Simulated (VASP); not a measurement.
Be, 4 atoms in the cell. It takes space group P6_3/mmc (No. 194, hexagonal). Conventional cell: a = 2.515 Å, b = 2.515 Å, c = 6.456 Å, α = 90.00°, β = 90.00°, γ = 120.00°. Be (site symmetry 3m) has 1 Be at 1.15 Å within 1.5 Å. 

| Item | Value |
| --- | --- |
| Program | VASP 6.6.1 |
| Task | relaxation of cell and atoms |
| Functional | PBE |
| Potentials or basis | VASP PAW PBE potentials, release 64 (Be) |
| Cutoff | 600 eV |
| k mesh | 9 × 9 × 4 |
| Occupations | gaussian, width 0.1 eV |
| Spin | no spin polarisation |
| Dipole correction | no |
| Further INCAR settings | ALGO = Normal; EDIFF = 1e-06; IBRION = 2; EDIFFG = -0.04; NSW = 90; ISIF = 3 |

Potentials or basis: VASP PAW PBE potentials, release 64 (Be).

Run with:

```bash
$ cat potpaw_PBE.64/Be/POTCAR > POTCAR
$ mpirun -np 1 vasp_std > vasp.out
```

Hardware: 1 thread of AMD EPYC 7R13 Processor (Zen 3), on a shared host.

Question: How long does it take, and how much memory?

Answer: Run time: 120 s on 1 thread of AMD EPYC 7R13 Processor (Zen 3), on a shared host, peak memory 0.12 GiB. Counts: scf iterations 181, k points 36, ion steps 28.
